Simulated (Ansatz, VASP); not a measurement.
**One calculation of CaSe, two programs**

The input INCAR:

```
PREC = Accurate
ENCUT = 520
EDIFF = 1E-7
ISMEAR = 0
SIGMA = 0.01
LREAL = F
LASPH = T
NELM = 100
ALGO = Normal
ISIF = 2
LWAVE = F
LCHARG = F
GGA = PE
NBANDS = 15
```

KPOINTS

```
regular mesh
0
Gamma
  6 6 6
```

The input POSCAR:

```
CaSe
1.0
    0.0000000000      3.2614055781      3.2614055781
    3.2614055781      0.0000000000      3.2614055781
    3.2614055781      3.2614055781      0.0000000000
Ca Se
1 1
Direct
    0.0000000000      0.0000000000      0.0000000000
    0.2500000000      0.2500000000      0.2500000000
```

Input for Ansatz:

```yaml
crystal:
  lattice:
    - [0.0, 3.2614055781, 3.2614055781]
    - [3.2614055781, 0.0, 3.2614055781]
    - [3.2614055781, 3.2614055781, 0.0]
  atoms:
    - { symbol: Ca, position: [0.0, 0.0, 0.0] }
    - { symbol: Se, position: [0.25, 0.25, 0.25] }
kpoints:
  mp_grid: { grid: [6, 6, 6] }
hamiltonian:
  xc: pbe
scf:
  occupations: { method: fixed }
  n_extra_bands: 4
output:
  forces: true
  stress: true
  eigenvalues: true
```

Alike in both runs: task single point; functional PBE; k mesh 6 × 6 × 6; no spin polarisation.

|  | VASP | Ansatz |
| --- | --- | --- |
| version | VASP 6.6.1 | Ansatz 0.2.0 |
| potentials or method | VASP PAW PBE potentials, release 64 (Ca_sv, Se) | plane waves, PAW |
| plane-wave cutoff (eV) | 520 | 420 |
| occupations | gaussian, width 0.01 eV | fixed |
| valence electrons in the cell | 16 | 26 |

VASP gave:

```
gap on the k mesh at the Fermi level (eV) : 3.26
pressure (GPa)                            : 1.2
```

Problem. Estimate Ansatz's values.

Solution. gap on the k mesh at the Fermi level (eV): 3.26; pressure (GPa): 1.0.

VASP's potentials hold 16 valence electrons a cell and Ansatz's 26, so a difference there can come from the potentials and not from the codes.
